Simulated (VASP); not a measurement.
# TcPt (P-6m2) in VASP: further runs

Runs on TcPt. Level: LDA. Tasks: single point, relaxation of cell and atoms.

All numbers are computed with VASP 6.6.1; they aren't measurements. Logs are shortened: lines on timing, memory, paths and dates and some standing lists are left out, and cuts for length are marked.

## 1. The cell of the first run

It takes space group P-6m2 (No. 187, hexagonal). Conventional cell: a = 2.725 Å, b = 2.725 Å, c = 4.402 Å, α = 90.00°, β = 90.00°, γ = 120.00°. Tc (site symmetry -6m2) has 6 Pt at 2.71 Å and 6 Tc at 2.73 Å within 3.6 Å. Within 3.6 Å of Pt (site symmetry -6m2) lie 6 Tc at 2.71 Å and 6 Pt at 2.73 Å.

## 2. Single point, LDA

File INCAR:

```
SYSTEM = TcPt
PREC = Accurate
ENCUT = 520
EDIFF = 1E-6
ISMEAR = -1
SIGMA = 0.05
LREAL = .False.
LASPH = .True.
NELM = 100
ALGO = Normal
ISIF = 2
LWAVE = .False.
LCHARG = .True.
LELF = .True.
LVHAR = .True.
NBANDS = 18
```

File KPOINTS:

```
Automatic mesh
0
Gamma
  19 19 11
  0 0 0
```

File POSCAR:

```
TcPt
1.0
    2.7254747130      0.0000000000      0.0000000000
   -1.3627373565      2.3603303388      0.0000000000
    0.0000000000      0.0000000000      4.4019729409
Tc Pt
1 1
Direct
    0.6666666667      0.3333333333      0.0000000000
    0.0000000000      0.0000000000      0.5000000000
```

Potentials or basis: VASP PAW LDA potentials, release 64 (Tc_pv, Pt).

Command:

```sh
cat potpaw_LDA.64/Tc_pv/POTCAR potpaw_LDA.64/Pt/POTCAR > POTCAR
mpirun -np 1 vasp_std > vasp.out
```

OUTCAR:

```text
SYSTEM = TcPt
   PREC = Accurate
   ENCUT = 520
   EDIFF = 1E-6
   ISMEAR = -1
   LREAL = .False.
   LASPH = .True.
   NELM = 100
   ISIF = 2

 ion  position               nearest neighbor table
   1  0.667  0.333  0.000-   2 2.71   2 2.71   2 2.71   2 2.71   2 2.71   2 2.71
   2  0.000  0.000  0.500-   1 2.71   1 2.71   1 2.71   1 2.71   1 2.71   1 2.71

  LATTYP: Found a hexagonal cell.
 ALAT       =     2.7254747130
 C/A-ratio  =     1.6151215492

  Lattice vectors:

 A1 = (   2.7254747130,   0.0000000000,   0.0000000000)
 A2 = (  -1.3627373565,   2.3603303388,   0.0000000000)
 A3 = (   0.0000000000,   0.0000000000,   4.4019729409)

Analysis of symmetry for initial positions (statically):
=====================================================================
 Subroutine PRICEL returns:
 Original cell was already a primitive cell.

 Routine SETGRP: Setting up the symmetry group for a
 hexagonal supercell.

 Subroutine GETGRP returns: Found 12 space group operations
 (whereof 12 operations were pure point group operations)
 out of a pool of 24 trial point group operations.

The static configuration has the point symmetry D_3h.

Analysis of symmetry for dynamics (positions and initial velocities):
=====================================================================
 Subroutine PRICEL returns:
 Original cell was already a primitive cell.

 Routine SETGRP: Setting up the symmetry group for a
 hexagonal supercell.

 Subroutine GETGRP returns: Found 12 space group operations
 (whereof 12 operations were pure point group operations)
 out of a pool of 24 trial point group operations.

The dynamic configuration has the point symmetry D_3h.

 Subroutine INISYM returns: Found 12 space group operations
 (whereof 12 operations are pure point group operations),
 and found     1 'primitive' translations

----------------------------------------------------------------------------------------

                                     Primitive cell

  volume of cell :      28.3180

  direct lattice vectors                    reciprocal lattice vectors
     2.725474713  0.000000000  0.000000000     0.366908559  0.211834755  0.000000000
    -1.362737357  2.360330339  0.000000000     0.000000000  0.423669511  0.000000000
     0.000000000  0.000000000  4.401972941     0.000000000  0.000000000  0.227170865
[... 73 lines left out ...]
   NGXF,Y,Z  is equivalent  to a cutoff of  24.40, 24.40, 27.19 a.u.
 SYSTEM =  TcPt
   PREC   = accura    normal or accurate (medium, high low for compatibility)
   ISTART =      0    job   : 0-new  1-cont  2-samecut
   ICHARG =      2    charge: 1-file 2-atom 10-const
   ISPIN  =      1    spin polarized calculation?
   LNONCOLLINEAR =      F non collinear calculations
   LSORBIT =      F    spin-orbit coupling
   LASPH  =      T    aspherical Exc in radial PAW
   ENCUT  =  520.0 eV  38.22 Ry    6.18 a.u.   5.07  5.07  8.18*2*pi/ulx,y,z
   NELM   =    100;   NELMIN=  2; NELMDL= -5     # of ELM steps
   EDIFF  = 0.1E-05   stopping-criterion for ELM
   LREAL  =      F    real-space projection
   EDIFFG = 0.1E-04   stopping-criterion for IOM
   NSW    =      0    number of steps for IOM
   IBRION =     -1    ionic relax: 0-MD 1-quasi-New 2-CG
   NFREE  =      0    steps in history (QN), initial steepest desc. (CG)
   ISIF   =      2    stress and relaxation
   ISYM   =      2    0-nonsym 1-usesym 2-fastsym
   POTIM  = 0.5000    time-step for ionic-motion
   TEBEG  =    0.0;   TEEND  =   0.0 temperature during run
   PSTRESS=    0.0 pullay stress
   NELECT =      23.0000    total number of electrons
   NUPDOWN=      -1.0000    fix difference up-down
   EMIN   =  10.00;   EMAX   =-10.00  energy-range for DOS
   EFERMI =   0.00;   METHOD = LEGACY
   ISMEAR =    -1;   SIGMA  =   0.05  broadening in eV -4-tet -1-fermi 0-gaus
   EFERMI_NEDOS =   21; number of points for ismear=-14 and -15
   IALGO  =     38    algorithm
   IMIX   =      4    mixing-type and parameters
     AMIX     =   0.40;   BMIX     =  1.00
     AMIX_MAG =   1.60;   BMIX_MAG =  1.00
  volume/ion in A,a.u.               =      14.16        95.55
  Fermi-wavevector in a.u.,A,eV,Ry     =   1.527437  2.886438 31.743265  2.333064
  Thomas-Fermi vector in A             =   2.635333
   LORBIT       =      0    0 simple, 1 ext, 2 COOP (PROOUT), +10 PAW based schemes
   GGA     = CA    functional components
   LHFCALC =     F    Hartree Fock is set to
   AEXX    =    0.0000 exact exchange contribution
   IVDW    =     0    specifies the selected vdW correction
   LEPSILON=     F    determine dielectric tensor
   LRPA    =     F    only Hartree local field effects (RPA)
 non-spin polarized calculation
  energy-cutoff  :      520.00
  volume of cell :       28.32
 maximum number of plane-waves:       778
   NGX = 11   NGY = 11   NGZ = 17

 number of electron      23.0000000 magnetization

 Free energy of the ion-electron system (eV)
  ---------------------------------------------------
  ext. energy  EPLUGINS =         0.00000000
  ---------------------------------------------------
  free energy    TOTEN  =       -19.41206643 eV

  energy without entropy =      -19.39540563  energy(sigma->0) =      -19.40373603

 E-fermi :  13.0614     XC(G=0): -14.0802

 val. band max:       13.0588831293   @ k =   0.3684   0.2632   0.4545
 cond. band min:      13.0626959120   @ k =   0.3684   0.1579   0.1818
 fundamental gap:      0.0038127826
 Fermi energy:        13.0613638733

 k-point     1 :       0.0000    0.0000    0.0000
  band No.  band energies     occupation
      1     -26.2503      2.00000
      2     -25.5226      2.00000
      3     -25.5226      2.00000
      4       2.8857      2.00000
      5       5.8693      2.00000
      6       8.7144      2.00000
[... 481 lines left out ...]
      5       6.8947      2.00000
      6       7.0384      2.00000
[... 10 lines left out ...]
     17      22.6350      0.00000
     18      25.0714      0.00000

 [... further k-points ...]
[... 5 lines left out ...]
  --------------------------------------------------------------------------------------
  -------------------------------------------------------------------------------------
  Total        0.0592320      0.0592320      0.0777237     -0.0000000      0.0000000      0.0000000
  in kB        3.3512334      3.3512334      4.3974592     -0.0000000      0.0000000      0.0000000
  external PRESSURE =       3.6999753 kB  Pullay stress =       0.0000000 kB

 VOLUME and BASIS-vectors are now :
 -----------------------------------------------------------------------------
  energy-cutoff  :      520.00
  volume of cell :       28.32
      direct lattice vectors                 reciprocal lattice vectors
     2.725474713  0.000000000  0.000000000     0.366908559  0.211834755  0.000000000
    -1.362737357  2.360330339  0.000000000     0.000000000  0.423669511  0.000000000
     0.000000000  0.000000000  4.401972941     0.000000000  0.000000000  0.227170865

 POSITION                                       TOTAL-FORCE (eV/Angst)
 -----------------------------------------------------------------------------------
      1.36274      0.78678      0.00000        -0.000000      0.000000      0.000000
      0.00000      0.00000      2.20099         0.000000     -0.000000      0.000000
 -----------------------------------------------------------------------------------
    total drift:                               -0.000000      0.000000      0.000000

  FREE ENERGIE OF THE ION-ELECTRON SYSTEM (eV)
  ---------------------------------------------------
  free  energy   TOTEN  =       -19.4120664261 eV

  energy  without entropy=      -19.3954056257  energy(sigma->0) =      -19.40373603
```

OSZICAR:

```text
N       E                     dE             d eps       ncg     rms          rms(c)
DAV:   1     0.201367354059E+03    0.20137E+03   -0.13230E+04  8648   0.126E+03
DAV:   2    -0.165683347874E+02   -0.21794E+03   -0.21298E+03  9060   0.345E+02
DAV:   3    -0.209622878900E+02   -0.43940E+01   -0.43699E+01 10114   0.543E+01
DAV:   4    -0.209861734710E+02   -0.23886E-01   -0.23882E-01  9528   0.415E+00
DAV:   5    -0.209864444250E+02   -0.27095E-03   -0.27095E-03  9532   0.441E-01    0.195E+01
DAV:   6    -0.201812221793E+02    0.80522E+00   -0.94855E+00  9196   0.207E+01    0.131E+01
DAV:   7    -0.197047431651E+02    0.47648E+00   -0.68369E+00  9094   0.176E+01    0.466E+00
DAV:   8    -0.194297589030E+02    0.27498E+00   -0.16517E+00  9006   0.793E+00    0.229E+00
DAV:   9    -0.194159128866E+02    0.13846E-01   -0.13148E-01  9502   0.227E+00    0.604E-01
DAV:  10    -0.194120529566E+02    0.38599E-02   -0.18122E-02  9594   0.955E-01    0.686E-02
DAV:  11    -0.194120686962E+02   -0.15740E-04   -0.21154E-04  9488   0.111E-01    0.321E-02
DAV:  12    -0.194120670939E+02    0.16023E-05   -0.12244E-05  9600   0.276E-02    0.171E-02
DAV:  13    -0.194120664261E+02    0.66774E-06   -0.14303E-06  5700   0.105E-02
   1 F= -.19412066E+02 E0= -.19403736E+02  d E =-.166608E-01
```

It took 2.4 min on 1 thread of AMD EPYC 7R13, shared host; peak memory 0.21 GiB.

Results:

```
Free energy : -19.4121 eV
Pressure    : 0.4 GPa
```

Caveat: spin-orbit coupling is left out, which moves the levels of the heavy elements.

(Part 1 of 2 ends here.)
